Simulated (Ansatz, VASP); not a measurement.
F in VASP and in Ansatz

```
F
1.0
     2.47285   -1.61043    0.00000
     2.47285    1.61043    0.00000
     0.00000    0.00000    6.54497
F
4
Direct
  0.90542 0.09458 0.09639
  0.59458 0.40542 0.59639
  0.40542 0.59458 0.40361
  0.09458 0.90542 0.90361
```

Alike in both runs: task single point; functional r2SCAN; k mesh 10 × 10 × 4; no spin polarisation.

```csv
,VASP,Ansatz
version,VASP 6.6.1,Ansatz 0.2.0
potentials or method,"VASP PAW PBE potentials, release 64 (F)","plane waves, PAW"
plane-wave cutoff (eV),660,500
occupations,"gaussian, width 0.01 eV",fixed
valence electrons in the cell,28,28
```

VASP gave:

```
gap on the k mesh at the Fermi level (eV)                     : 3.71
pressure (GPa)                                                : 1.5
traceless stress, the component that is largest in VASP (GPa) : 2.01
rms of the force components (eV/Å)                            : 0.293
```

Task: What did Ansatz give for the same quantities?

Result: gap on the k mesh at the Fermi level (eV): 3.79; pressure (GPa): 0.7; traceless stress, the component that is largest in VASP (GPa): -0.18; rms of the force components (eV/Å): 0.017.

VASP's potentials were made for PBE, not for r2SCAN. Atom by atom the forces differ by 0.310 eV/Å (rms over components).
